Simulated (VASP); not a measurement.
Crystal: ZnO.

```
Zn O
1.0
     3.20539    0.00000    0.00000
    -1.60270    2.77595    0.00000
     0.00000    0.00000    5.13535
Zn O
2 2
Direct
  0.66667 0.33333 0.00000
  0.33333 0.66667 0.50000
  0.33333 0.66667 0.87901
  0.66667 0.33333 0.37901
```

Base run:

| Property | Result |
| --- | --- |
| Program | VASP 6.6.1 |
| Functional | revPBE |
| Potentials or basis | VASP PAW PBE potentials, release 64 (Zn, O_h) |
| Cutoff | 1340 eV |
| k mesh | 9 × 9 × 5 |
| Occupations | fermi-dirac, width 0.05 eV |
| Spin | no spin polarisation |

Its results: band gap on the k mesh 0.91 eV; pressure 16.3 GPa; largest force 0.094 eV/Å.

Task: The run is repeated on the same cell with these changes: functional from revPBE to r2SCAN; cutoff from 1340 eV to 1480 eV; dispersion from none to rVV10. What comes out?

Result: Band gap on the k mesh 1.24 eV; pressure 5.1 GPa; largest force 0.087 eV/Å.

Several settings changed at once.

Caveats: the cell stands under pressure; the PAW data sets were made with another functional, which shifts forces and pressure a little.

